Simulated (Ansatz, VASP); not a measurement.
**One calculation of Rh, two programs**

File INCAR:

```
SYSTEM = Rh
PREC = Accurate
ENCUT = 500
EDIFF = 1E-6
ISMEAR = 0
SIGMA = 0.1
LREAL = .FALSE.
LASPH = .TRUE.
NELM = 120
ALGO = Normal
ISIF = 2
LWAVE = .FALSE.
LCHARG = .TRUE.
GGA = PE
LELF = .TRUE.
LVHAR = .TRUE.
NBANDS = 102
GGA_COMPAT = .FALSE.
```

The input KPOINTS:

```
Automatic mesh
0
G
  6 6 6
  0 0 0
```

File POSCAR:

```
Rh
1.0
    3.1002238634      1.7899150821      5.2871284791
   -3.1002238634      1.7899150821      5.2871284791
    0.0000000000     -3.5798301641      5.2871284791
Rh
12
Direct
    0.0101900000      0.6536100000      0.0101900000
    0.0101900000      0.0101900000      0.6536100000
    0.6536100000      0.0101900000      0.0101900000
    0.9898100000      0.3463900000      0.9898100000
    0.3463900000      0.9898100000      0.9898100000
    0.9898100000      0.9898100000      0.3463900000
    0.2211800000      0.6306000000      0.2211800000
    0.2211800000      0.2211800000      0.6306000000
    0.6306000000      0.2211800000      0.2211800000
    0.7788200000      0.3694000000      0.7788200000
    0.3694000000      0.7788200000      0.7788200000
    0.7788200000      0.7788200000      0.3694000000
```

Input for Ansatz:

```yaml
crystal:
  lattice:
    - [3.1002238634, 1.7899150821, 5.2871284791]
    - [-3.1002238634, 1.7899150821, 5.2871284791]
    - [0.0, -3.5798301641, 5.2871284791]
  atoms:
    - { symbol: Rh, position: [0.01019, 0.65361, 0.01019] }
    - { symbol: Rh, position: [0.01019, 0.01019, 0.65361] }
    - { symbol: Rh, position: [0.65361, 0.01019, 0.01019] }
    - { symbol: Rh, position: [0.98981, 0.34639, 0.98981] }
    - { symbol: Rh, position: [0.34639, 0.98981, 0.98981] }
    - { symbol: Rh, position: [0.98981, 0.98981, 0.34639] }
    - { symbol: Rh, position: [0.22118, 0.6306, 0.22118] }
    - { symbol: Rh, position: [0.22118, 0.22118, 0.6306] }
    - { symbol: Rh, position: [0.6306, 0.22118, 0.22118] }
    - { symbol: Rh, position: [0.77882, 0.3694, 0.77882] }
    - { symbol: Rh, position: [0.3694, 0.77882, 0.77882] }
    - { symbol: Rh, position: [0.77882, 0.77882, 0.3694] }
basis:
  ecutwfc: 420
kpoints:
  mp_grid: { grid: [6, 6, 6] }
hamiltonian:
  xc: pbe
scf:
  occupations: { method: gaussian, width: 0.1 }
  lower_state_search: "off"
output:
  forces: true
  stress: true
  eigenvalues: true
```

Alike in both runs: task single point; functional PBE; k mesh 6 × 6 × 6; occupations gaussian, width 0.1 eV; no spin polarisation.

|  | VASP | Ansatz |
| --- | --- | --- |
| version | VASP 6.6.1 | Ansatz 0.2.0 |
| potentials or method | VASP PAW PBE potentials, release 64 (Rh_pv), cutoff 500 eV | scalar-relativistic, plane waves, PAW |
| valence electrons in the cell | 180 | 204 |

Ansatz gave:

```
gap on the k mesh at the Fermi level (eV) : none
rms of the force components (eV/Å)        : 5.067
```

Estimate VASP's values.

gap on the k mesh at the Fermi level (eV): none; rms of the force components (eV/Å): 5.139.

Atom by atom the forces differ by 0.078 eV/Å (rms over components). A gap of «none» marks a metal or a gap that the smearing closes. The functional is the same, so the differences come from potentials, cutoffs and numerics. VASP's potentials hold 180 valence electrons a cell and Ansatz's 204, so a difference there can come from the potentials and not from the codes.
